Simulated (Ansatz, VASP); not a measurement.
**One calculation of ZnF2, two programs**

```
Zn F
1.0
     4.80003    0.00000    0.00000
     0.00000    4.80003    0.00000
     0.00000    0.00000    3.17549
Zn F
2 4
Direct
  0.00000 0.00000 0.00000
  0.50000 0.50000 0.50000
  0.30438 0.30438 0.00000
  0.19562 0.80438 0.50000
  0.69562 0.69562 0.00000
  0.80438 0.19562 0.50000
```

Alike in both runs: functional PBE; k mesh 6 × 6 × 8; occupations gaussian, width 0.02 eV; no spin polarisation.

Ansatz relaxed the structure, and its values are those at the end. VASP's run is a single point on that final structure, the one shown.

|  | VASP | Ansatz |
| --- | --- | --- |
| version | VASP 6.6.1 | Ansatz 0.2.0 |
| potentials or method | VASP PAW PBE potentials, release 64 (Zn, F), cutoff 600 eV | scalar-relativistic, plane waves, PAW |
| valence electrons in the cell | 52 | 52 |

```csv
,VASP,Ansatz,Ansatz less VASP
gap on the k mesh at the Fermi level (eV),3.46,3.52,+0.065
least direct gap on the mesh (eV),3.46,3.53,+0.070
pressure (GPa),0.3,0.0,-0.30
rms of the force components (eV/Å),0.006,0.000,-0.0064
```
